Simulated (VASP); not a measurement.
Set up this calculation in VASP 6.6.1, as the native input.

```yaml
Task: relaxation of cell and atoms
Functional: r2SCAN
Potentials_or_basis: VASP PAW PBE potentials, release 64 (Ga_d, C)
Cutoff: 600 eV
k_mesh: 6 × 6 × 4
Occupations: gaussian, width 0.1 eV
Spin: no spin polarisation
Dipole_correction: no
Further_INCAR_settings: ALGO = Normal; EDIFF = 1e-06; IBRION = 2; EDIFFG = -0.04; NSW = 90; ISIF = 3
```

The system is GaC.

```
Ga C
1.0
     3.41657    0.00000    0.00000
    -1.70828    2.95883    0.00000
     0.00000    0.00000    5.47151
Ga C
2 2
Direct
  0.33333 0.66667 0.00000
  0.66667 0.33333 0.50000
  0.33333 0.66667 0.38210
  0.66667 0.33333 0.88210
```

One way to write it, as run:

POSCAR

```
GaC
1.0
    3.4165663148      0.0000000000      0.0000000000
   -1.7082831574      2.9588332223      0.0000000000
    0.0000000000      0.0000000000      5.4715131321
Ga C
2 2
Direct
    0.3333333333      0.6666666667      0.0000000000
    0.6666666667      0.3333333333      0.5000000000
    0.3333333333      0.6666666667      0.3821000000
    0.6666666667      0.3333333333      0.8821000000
```

INCAR.step1

```
SYSTEM = GaC
PREC = Accurate
ENCUT = 600
ISMEAR = 0
SIGMA = 0.1
LREAL = .FALSE.
LASPH = .TRUE.
NELM = 100
GGA = PE
ALGO = Normal
EDIFF = 1E-4
LWAVE = .TRUE.
LCHARG = .FALSE.
```

INCAR.step2

```
SYSTEM = GaC
PREC = Accurate
ENCUT = 600
EDIFF = 1E-6
ISMEAR = 0
SIGMA = 0.1
LREAL = .FALSE.
LASPH = .TRUE.
NELM = 100
ALGO = Normal
ISIF = 3
LWAVE = .FALSE.
LCHARG = .FALSE.
METAGGA = R2SCAN
LMIXTAU = .TRUE.
IBRION = 2
NSW = 90
EDIFFG = -0.04
ISTART = 1
```

KPOINTS

```
Automatic mesh
0
G
  6 6 4
  0 0 0
```

Potentials or basis: VASP PAW PBE potentials, release 64 (Ga_d, C).

Launch:

```bash
$ cat potpaw_PBE.64/Ga_d/POTCAR potpaw_PBE.64/C/POTCAR > POTCAR
$ cp INCAR.step1 INCAR
$ mpirun -np 1 vasp_std > vasp.out
$ cp INCAR.step2 INCAR
$ mpirun -np 1 vasp_std > vasp.out
```

Results of the run:

```
Relaxed volume                        : 12.62 Å³/atom
Relaxed cell                          : a = 3.228 Å, b = 3.228 Å, c = 5.594 Å, α = 90.00°, β = 90.00°, γ = 120.00°
Space group after relaxing (to 0.1 Å) : P6_3mc (No. 186)
Energy gained by relaxing             : 54.8 meV/atom
Ionic steps                           : 12
Pressure after relaxing               : -0.4 GPa
Largest force after relaxing          : 0.025 eV/Å
Band gap on the k mesh                : zero (bands 17 and 18 overlap by 3.58 eV)
```

Caveat: the PAW data sets were made with another functional, which shifts forces and pressure a little.

Wall time 9.5 min on 1 thread of Intel(R) Xeon(R) 6975P-C (Granite Rapids), with other jobs on the host, peak memory 0.22 GiB.
